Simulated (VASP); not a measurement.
A run of VASP 6.6.1 is set up as follows.

The input INCAR:

```
ALGO     = Normal         # electronic algorithm
EDIFF    = 1E-6           # SCF threshold, eV
ENCUT    = 500            # plane-wave cutoff, eV
GGA      = PE             # functional
GGA_COMPAT= False        
ISIF     = 2              # what is computed and relaxed
ISMEAR   = 0              # smearing method
LASPH    = True           # aspherical terms in the spheres
LCHARG   = True           # write CHGCAR
LELF     = True           # ELF
LREAL    = False          # projectors in reciprocal space
LVHAR    = True         
LWAVE    = False          # write WAVECAR
NBANDS   = 60             # bands
NELM     = 120            # most SCF steps
PREC     = Accurate       # precision mode
SIGMA    = 0.2            # smearing width, eV
```

KPOINTS

```
k-points
0
Gamma
  4 4 2
```

The input POSCAR:

```
HfSnTeS3
1.0
    0.0000000000      0.0000000000     -5.0576257323
    3.5385652106     -6.1289747308      0.0000000000
  -10.6156956320     -6.1289747307      0.0000000000
Hf Sn Te S
2 2 2 6
Direct
    0.5000000000      0.5000000000      0.8333333333
    0.5000000000      0.0000000000      0.3333333333
    1.0000000000      0.0000000000      1.0000000000
    0.0000000000      0.5000000000      0.5000000000
    0.5000000000      0.0000000000      1.0000000000
    0.5000000000      0.5000000000      0.5000000000
    1.0000000000      0.3056516713      0.8981161096
    0.0000000000      0.8056516713      0.3981161096
    1.0000000000      0.6943483287      0.8981161096
    0.0000000000      0.1943483287      0.3981161096
    0.0000000000      0.5000000000      0.7037677809
    1.0000000000      0.0000000000      0.2037677809
```

Potentials or basis: VASP PAW PBE potentials, release 64 (Hf_pv, Sn_d, Te, S).

Run with:

```sh
$ cat potpaw_PBE.64/Hf_pv/POTCAR potpaw_PBE.64/Sn_d/POTCAR potpaw_PBE.64/Te/POTCAR potpaw_PBE.64/S/POTCAR > POTCAR
$ mpirun -np 1 vasp_std > vasp.out
```

(1) What does it give for the pressure?

(2) Predict the largest force.

(3) Predict the band gap on the k mesh.

Answers

(1) -0.1 GPa.

(2) 0.046 eV/Å.

(3) zero (bands 48 and 49 overlap by 0.19 eV).

Caveat: spin-orbit coupling is left out, which moves the levels of the heavy elements.
